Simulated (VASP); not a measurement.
Write the native input for VASP 6.6.1 that does the following.

```yaml
Task: single point
Functional: PBEsol
Potentials_or_basis: VASP PAW PBE potentials, release 64 (Ru_pv)
Cutoff: 520 eV
k_mesh: 15 × 15 × 15
Occupations: fermi-dirac, width 0.1 eV
Spin: no spin polarisation
Dipole_correction: no
Further_INCAR_settings: ALGO = Normal; EDIFF = 1e-07; NBANDS = 21
```

The structure of Ru lies in POSCAR:

```
Ru
1.0
    0.0000000000      2.1636410483      2.1636410483
    2.1636410483      0.0000000000      2.1636410483
    2.1636410483      2.1636410483      0.0000000000
Ru
2
Direct
   -0.1250000000     -0.1250000000     -0.1250000000
    0.1250000000      0.1250000000      0.1250000000
```

These files were run (other wordings do the same):

INCAR

```
PREC = Accurate ; ENCUT = 520
EDIFF = 1E-7 ; ISMEAR = -1
SIGMA = 0.1 ; LREAL = False
LASPH = True ; NELM = 80
ALGO = Normal ; ISIF = 2
LWAVE = False ; LCHARG = True
GGA = PS ; LELF = True
LVHAR = True ; NBANDS = 21
```

KPOINTS

```
regular mesh
0
Gamma
  15 15 15
```

Potentials or basis: VASP PAW PBE potentials, release 64 (Ru_pv).

Command:

```console
$ cat potpaw_PBE.64/Ru_pv/POTCAR > POTCAR
$ mpirun -np 1 vasp_std > vasp.out
```

Results of the run:

```yaml
Pressure: 518.0 GPa
Band_gap_on_the_k_mesh: zero (band 14 reaches 20.52 eV, above the bottom of band 15 at 18.48 eV)
```

Caveat: the PAW data sets were made with another functional, which shifts forces and pressure a little.

Wall time 110 s on 1 thread of AMD EPYC 7R13 (shared host), peak memory 0.14 GiB.
